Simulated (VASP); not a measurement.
Wanted: the native input for a VASP 6.6.1 run.

```yaml
Task: single point
Functional: PBE
Potentials_or_basis: VASP PAW PBE potentials, release 64 (Na_pv, Cl)
Cutoff: 500 eV
k_mesh: 6 × 6 × 6
Occupations: gaussian, width 0.1 eV
Spin: no spin polarisation
Dipole_correction: no
Further_INCAR_settings: ALGO = Normal; EDIFF = 1e-06; NBANDS = 14
```

The structure of NaCl (m.bA) lies in POSCAR:

```
NaCl
1.0
    0.0000000000      2.8000000000      2.8000000000
    2.8000000000      0.0000000000      2.8000000000
    2.8000000000      2.8000000000      0.0000000000
Na Cl
1 1
Direct
    0.0000000000      0.0000000000      0.0000000000
    0.5000000000      0.5000000000      0.5000000000
```

These files were run (other wordings do the same):

INCAR

```
SYSTEM = NaCl
PREC = Accurate
ENCUT = 500
EDIFF = 1E-6
ISMEAR = 0
SIGMA = 0.1
LREAL = .FALSE.
LASPH = .TRUE.
NELM = 120
ALGO = Normal
ISIF = 2
LWAVE = .FALSE.
LCHARG = .FALSE.
GGA = PE
NBANDS = 14
GGA_COMPAT = .FALSE.
```

KPOINTS

```
regular mesh
0
G
  6 6 6
  0 0 0
```

Potentials or basis: VASP PAW PBE potentials, release 64 (Na_pv, Cl).

Launch:

```sh
$ cat potpaw_PBE.64/Na_pv/POTCAR potpaw_PBE.64/Cl/POTCAR > POTCAR
$ mpirun -np 1 vasp_std > vasp.out
```

It gave:

The pressure is 1.3 GPa and the band gap on the k mesh is 5.19 eV, direct.

Wall time 19 s on 1 thread of AMD EPYC 7R13 (shared host), peak memory 0.13 GiB.
